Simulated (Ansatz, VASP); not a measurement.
## Pd: VASP beside Ansatz

```
CELL_PARAMETERS angstrom
4.36585 0.00000 0.00000
-2.18293 3.78094 0.00000
0.00000 0.00000 2.59814
ATOMIC_POSITIONS crystal
Pd 0.00000 0.00000 0.00000
Pd 0.33333 0.66667 0.50000
Pd 0.66667 0.33333 0.50000
```

Alike in both runs: task single point; functional PBEsol; k mesh 9 × 9 × 13; occupations fermi-dirac, width 0.1 eV; no spin polarisation.

```csv
,VASP,Ansatz
version,VASP 6.6.1,Ansatz 0.2.0
potentials or method,"VASP PAW PBE potentials, release 64 (Pd), cutoff 520 eV","plane waves (420 eV) with PAW, scalar-relativistic"
valence electrons in the cell,30,54
```

|  | VASP | Ansatz | Ansatz less VASP |
| --- | --- | --- | --- |
| pressure (GPa) | 8.5 | 9.0 | +0.50 |
| traceless stress, the component that is largest in VASP (GPa) | 0.29 | 0.24 | -0.054 |

VASP's potentials were made for PBE, not for PBEsol, and Ansatz warns of the same on its side. With one functional, cell and mesh, what is left measures potentials, basis and numerics. VASP's potentials hold 30 valence electrons a cell and Ansatz's 54, so a difference there can come from the potentials and not from the codes.
